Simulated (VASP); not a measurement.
# C in VASP: notebook, part 2 of 2

VASP 6.6.1.

## 5. Relaxation of cell and atoms, PBEsol+D3(BJ)

This run uses another cell than the first one, of 8.97 Å³/atom, 1.042 times its volume.

Input file INCAR:

```
SYSTEM = C
  PREC = Accurate
  ENCUT = 600
  EDIFF = 1E-7
  ISMEAR = 0
  SIGMA = 0.1
  LREAL = .False.
  LASPH = .True.
  NELM = 80
  ALGO = Normal
  ISIF = 3
  LWAVE = .False.
  LCHARG = .False.
  GGA = PS
  IVDW = 12
  IBRION = 2
  NSW = 100
  EDIFFG = -0.005
```

Input file KPOINTS:

```
regular mesh
0
Gamma
  21 21 6
  0 0 0
```

Input file POSCAR:

```
C
1.0
    2.4699988104      0.0000000000      0.0000000000
   -1.2349994052      2.1390817171      0.0000000000
    0.0000000000      0.0000000000      6.7900000000
C
4
Direct
    0.0000000000      0.0000000000      0.0000000000
    0.0000000000      0.0000000000      0.5000000000
    0.3333333333      0.6666666667      0.0050000000
    0.6666666667      0.3333333333      0.5050000000
```

Potentials or basis: VASP PAW PBE potentials, release 64 (C).

Started as:

```console
cat potpaw_PBE.64/C/POTCAR > POTCAR
mpirun -np 1 vasp_std > vasp.out
```

OUTCAR:

```text
SYSTEM = C
   PREC = Accurate
   ENCUT = 600
   EDIFF = 1E-7
   ISMEAR = 0
   LREAL = .False.
   LASPH = .True.
   NELM = 80
   ISIF = 3
   GGA = PS
   IVDW = 12
   IBRION = 2
   NSW = 100
   EDIFFG = -0.005
 IVDW          = 12

 ion  position               nearest neighbor table
   1  0.000  0.000  0.000-   3 1.43   3 1.43   3 1.43
   2  0.000  0.000  0.500-   4 1.43   4 1.43   4 1.43
   3  0.333  0.667  0.005-   1 1.43   1 1.43   1 1.43
   4  0.667  0.333  0.505-   2 1.43   2 1.43   2 1.43

  LATTYP: Found a hexagonal cell.
 ALAT       =     2.4699988104
 C/A-ratio  =     2.7489891782

  Lattice vectors:

 A1 = (   2.4699988104,   0.0000000000,   0.0000000000)
 A2 = (  -1.2349994052,   2.1390817171,   0.0000000000)
 A3 = (   0.0000000000,   0.0000000000,   6.7900000000)

Analysis of symmetry for initial positions (statically):
=====================================================================
 Subroutine PRICEL returns:
 Original cell was already a primitive cell.

 Routine SETGRP: Setting up the symmetry group for a
 hexagonal supercell.

 Subroutine GETGRP returns: Found 12 space group operations
 (whereof  6 operations were pure point group operations)
 out of a pool of 24 trial point group operations.

The static configuration has the point symmetry C_3v.
 The point group associated with its full space group is C_6v.

Analysis of symmetry for dynamics (positions and initial velocities):
=====================================================================
 Subroutine PRICEL returns:
 Original cell was already a primitive cell.

 Routine SETGRP: Setting up the symmetry group for a
 hexagonal supercell.

 Subroutine GETGRP returns: Found 12 space group operations
 (whereof  6 operations were pure point group operations)
 out of a pool of 24 trial point group operations.

The dynamic configuration has the point symmetry C_3v.
 The point group associated with its full space group is C_6v.

 Subroutine INISYM returns: Found 12 space group operations
 (whereof  6 operations are pure point group operations),
 and found     1 'primitive' translations

----------------------------------------------------------------------------------------

                                     Primitive cell

  volume of cell :      35.8752

  direct lattice vectors                    reciprocal lattice vectors
     2.469998810  0.000000000  0.000000000     0.404858495  0.233745161  0.000000000
    -1.234999405  2.139081717  0.000000000     0.000000000  0.467490322  0.000000000
     0.000000000  0.000000000  6.790000000     0.000000000  0.000000000  0.147275405

  length of vectors
     2.469998810  2.469998810  6.790000000     0.467490322  0.467490322  0.147275405

  position of ions in fractional coordinates (direct lattice)
     0.000000000  0.000000000  0.000000000
     0.000000000  0.000000000  0.500000000
     0.333333333  0.666666667  0.005000000
     0.666666667  0.333333333  0.505000000

  ion indices of the primitive-cell ions
   primitive index   ion index
                 1           1
                 2           2
                 3           3
                 4           4
[... 31 lines left out ...]
  0.095238  0.000000  0.000000      6.000000
  0.142857  0.000000  0.000000      6.000000
  0.190476  0.000000  0.000000      6.000000
  0.238095 -0.000000  0.000000      6.000000
[... 16 lines left out ...]
  0.142857  0.095238  0.000000     12.000000
  0.190476  0.095238  0.000000     12.000000
 [... further k-points ...]
   k-points           NKPTS =    192   k-points in BZ     NKDIM =    192   number of bands    NBANDS=     12
   number of dos      NEDOS =    301   number of ions     NIONS =      4
   total plane-waves  NPLWV =  21600
   dimension x,y,z NGX =    20 NGY =   20 NGZ =   54
   dimension x,y,z NGXF=    40 NGYF=   40 NGZF=  108
   ions per type =               4
   NGX,Y,Z   is equivalent  to a cutoff of  13.46, 13.46, 13.22 a.u.
   NGXF,Y,Z  is equivalent  to a cutoff of  26.92, 26.92, 26.44 a.u.
 SYSTEM =  C
   PREC   = accura    normal or accurate (medium, high low for compatibility)
   ISTART =      0    job   : 0-new  1-cont  2-samecut
   ICHARG =      2    charge: 1-file 2-atom 10-const
   ISPIN  =      1    spin polarized calculation?
   LNONCOLLINEAR =      F non collinear calculations
   LSORBIT =      F    spin-orbit coupling
   LASPH  =      T    aspherical Exc in radial PAW
   ENCUT  =  600.0 eV  44.10 Ry    6.64 a.u.   4.93  4.93 13.56*2*pi/ulx,y,z
   NELM   =     80;   NELMIN=  2; NELMDL= -5     # of ELM steps
   EDIFF  = 0.1E-06   stopping-criterion for ELM
   LREAL  =      F    real-space projection
   EDIFFG = -.5E-02   stopping-criterion for IOM
   NSW    =    100    number of steps for IOM
   IBRION =      2    ionic relax: 0-MD 1-quasi-New 2-CG
   NFREE  =      1    steps in history (QN), initial steepest desc. (CG)
   ISIF   =      3    stress and relaxation
   ISYM   =      2    0-nonsym 1-usesym 2-fastsym
   POTIM  = 0.5000    time-step for ionic-motion
   TEBEG  =    0.0;   TEEND  =   0.0 temperature during run
   PSTRESS=    0.0 pullay stress
   NELECT =      16.0000    total number of electrons
   NUPDOWN=      -1.0000    fix difference up-down
   EMIN   =  10.00;   EMAX   =-10.00  energy-range for DOS
   EFERMI =   0.00;   METHOD = LEGACY
   ISMEAR =     0;   SIGMA  =   0.10  broadening in eV -4-tet -1-fermi 0-gaus
   EFERMI_NEDOS =   21; number of points for ismear=-14 and -15
   IALGO  =     38    algorithm
   IMIX   =      4    mixing-type and parameters
     AMIX     =   0.40;   BMIX     =  1.00
     AMIX_MAG =   1.60;   BMIX_MAG =  1.00
  volume/ion in A,a.u.               =       8.97        60.52
  Fermi-wavevector in a.u.,A,eV,Ry     =   1.250787  2.363646 21.285898  1.564469
  Thomas-Fermi vector in A             =   2.384765
   LORBIT       =      0    0 simple, 1 ext, 2 COOP (PROOUT), +10 PAW based schemes
   GGA     = PS    functional components
   LHFCALC =     F    Hartree Fock is set to
   AEXX    =    0.0000 exact exchange contribution
   IVDW    =    12    specifies the selected vdW correction
   LEPSILON=     F    determine dielectric tensor
   LRPA    =     F    only Hartree local field effects (RPA)
 conjugate gradient relaxation of ions
 non-spin polarized calculation
 Gauss-broadening in eV      SIGMA  =   0.10
  energy-cutoff  :      600.00
  volume of cell :       35.88
 maximum number of plane-waves:      1224
 NGX is ok and might be reduce to    20
   NGX =  9   NGY =  9   NGZ = 27

--------------------------------------- Ionic step        1  -------------------------------------------

 number of electron      16.0000001 magnetization

 Free energy of the ion-electron system (eV)
  ---------------------------------------------------
  ext. energy  EPLUGINS =         0.00000000
  ---------------------------------------------------
  free energy    TOTEN  =       -38.55886686 eV

  energy without entropy =      -38.55827630  energy(sigma->0) =      -38.55857158

------------------------ aborting loop because EDIFF is reached ----------------------------------------

 Edisp (eV)   -0.43506

 E8    (eV) :    -0.2115
[... 111 lines left out ...]
  FREE ENERGIE OF THE ION-ELECTRON SYSTEM (eV)
  ---------------------------------------------------
  free  energy   TOTEN  =       -39.0159718854 eV

  energy  without entropy=      -39.0153812631  energy(sigma->0) =      -39.01567657

[... ionic steps 4 to 11 ...]

--------------------------------------- Ionic step       12  -------------------------------------------

 number of electron      16.0000000 magnetization

------------------------ aborting loop because EDIFF is reached ----------------------------------------
[... 79 lines left out ...]
--------------------------------------- Ionic step       14  -------------------------------------------

 number of electron      16.0000000 magnetization

 Free energy of the ion-electron system (eV)
  ---------------------------------------------------
  ext. energy  EPLUGINS =         0.00000000
  ---------------------------------------------------
  free energy    TOTEN  =       -38.57071690 eV

  energy without entropy =      -38.57013587  energy(sigma->0) =      -38.57042639

 E-fermi :   4.8911     XC(G=0): -10.7711

 val. band max:        4.8890349254   @ k =   0.3333   0.3333   0.5000
 cond. band min:       4.9040924310   @ k =   0.3333   0.3333   0.3333
 fundamental gap:      0.0150575056
 Fermi energy:         4.8911449748

 k-point     1 :       0.0000    0.0000    0.0000
  band No.  band energies     occupation
      1     -14.8019      2.00000
      2     -14.4148      2.00000
      3      -3.8570      2.00000
      4      -1.5179      2.00000
      5       1.9332      2.00000
      6       1.9332      2.00000
      7       1.9583      2.00000
      8       1.9583      2.00000
      9       9.1900      0.00000
     10      13.2508      0.00000
     11      13.2508      0.00000
     12      13.3192      0.00000
[... 331 lines left out ...]
 k-point    24 :       0.1905    0.0952    0.0000
  band No.  band energies     occupation
      1     -13.2879      2.00000
      2     -12.9346      2.00000
      3      -2.2539      2.00000
      4      -2.1469      2.00000
      5      -2.0224      2.00000
      6      -0.6046      2.00000
      7      -0.5362      2.00000
      8       0.1629      2.00000
      9      11.0135      0.00000
     10      11.9441      0.00000
     11      12.5799      0.00000
     12      13.7489      0.00000

 [... further k-points ...]

------------------------ aborting loop because EDIFF is reached ----------------------------------------

 Edisp (eV)   -0.45408

 E8    (eV) :    -0.2208
[... 27 lines left out ...]
  FREE ENERGIE OF THE ION-ELECTRON SYSTEM (eV)
  ---------------------------------------------------
  free  energy   TOTEN  =       -39.0247947659 eV

  energy  without entropy=      -39.0242137390  energy(sigma->0) =      -39.02450425

 reached required accuracy - stopping structural energy minimisation
```

OSZICAR:

```text
N       E                     dE             d eps       ncg     rms          rms(c)
DAV:   1     0.488039175362E+02    0.48804E+02   -0.89056E+03  4608   0.139E+03
DAV:   2    -0.367533429855E+02   -0.85557E+02   -0.78661E+02  6504   0.232E+02
DAV:   3    -0.407907377742E+02   -0.40374E+01   -0.40030E+01  5908   0.510E+01
[... 121 lines left out ...]
DAV:   2    -0.385707704066E+02    0.13567E-03   -0.20275E-04  5288   0.116E-01    0.324E-02
DAV:   3    -0.385707167061E+02    0.53700E-04   -0.17923E-04  5404   0.934E-02    0.785E-03
DAV:   4    -0.385707167711E+02   -0.64984E-07   -0.40271E-06  5364   0.156E-02    0.437E-03
DAV:   5    -0.385707169053E+02   -0.13414E-06   -0.33752E-07  5512   0.570E-03    0.403E-04
DAV:   6    -0.385707169005E+02    0.47326E-08   -0.79654E-09  3144   0.811E-04
  14 F= -.39024795E+02 E0= -.39024504E+02  d E =-.170332E-03
```

Run time: 8 min. Hardware: 1 thread of Intel Xeon 6975P-C, shared host; peak memory 0.23 GiB.

What came out:

```
Free energy                            : -39.0248 eV
Relaxed volume                         : 8.53 Å³/atom
Relaxed cell                           : a = 2.459 Å, b = 2.459 Å, c = 6.512 Å, α = 90.00°, β = 90.00°, γ = 120.00°
Space group after relaxing (to 0.05 Å) : P6_3/mmc (No. 194)
Energy gained by relaxing              : 7.7 meV/atom
Ionic steps                            : 14
Pressure after relaxing                : 0.0 GPa
Band gap on the k mesh                 : zero (band 8 reaches 4.90 eV, above the bottom of band 9 at 4.87 eV)
Dispersion energy per atom             : -0.114 eV
```

The path:
```csv
step,energy change (eV),largest force (eV/Å),pressure (GPa),volume (Å³)
1,0.0000,0.5694,-4.13,35.88
2,0.0149,0.3475,9.29,34.69
3,-0.0220,0.1685,1.50,35.35
4,-0.0218,0.1968,-2.58,35.57
5,-0.0256,0.0105,-0.53,35.46
6,-0.0262,0.0184,-0.38,35.35
7,-0.0279,0.0420,0.07,35.03
8,-0.0295,0.0883,1.03,34.39
9,-0.0298,0.0828,0.84,34.37
10,-0.0304,0.0663,0.30,34.28
11,-0.0306,0.0336,-0.77,34.12
12,-0.0307,0.0471,-0.33,34.19
13,-0.0308,0.0343,-0.24,34.16
14,-0.0309,0.0007,0.00,34.11
```

Final structure:
```
C
1.0
     2.45910    0.00000    0.00000
    -1.22955    2.12964    0.00000
     0.00000    0.00000    6.51238
C
4
Direct
  0.00000 0.00000 0.00250
  0.00000 0.00000 0.50250
  0.33333 0.66667 0.00250
  0.66667 0.33333 0.50250
```

Caveat: the PAW data sets were made with another functional, which shifts forces and pressure a little.

## 6. The runs side by side

```csv
task,cell,k mesh,cutoff (eV),smearing,gap on the mesh (eV),pressure (GPa)
single point,"a = 2.458, b = 2.458, c = 6.580 Å, angles 90.0, 90.0, 120.0°, 4 atoms",18 × 18 × 6,520,gaussian 0.15 eV,none,0.8
single point,"a = 2.458, b = 2.458, c = 6.580 Å, angles 90.0, 90.0, 120.0°, 4 atoms",21 × 21 × 6,520,gaussian 0.1 eV,none,0.8
single point,"a = 2.458, b = 2.458, c = 6.580 Å, angles 90.0, 90.0, 120.0°, 4 atoms",21 × 21 × 8,520,gaussian 0.15 eV,none,0.8
relaxation of cell and atoms,"relaxed from a = 2.470, b = 2.470, c = 6.790 Å, angles 90.0, 90.0, 120.0°, 4 atoms",21 × 21 × 6,600,gaussian 0.1 eV,none,0.0
```

Alike in all rows: level PBEsol+D3(BJ); potentials or basis VASP PAW PBE potentials, release 64 (C); no spin polarisation.

Every run on the cell as given and a fine mesh finds a metal.

Caveats: the PAW data sets were made with another functional, which shifts forces and pressure a little.

Total energies depend on the potentials used, so only differences within one code and one set of settings carry meaning.
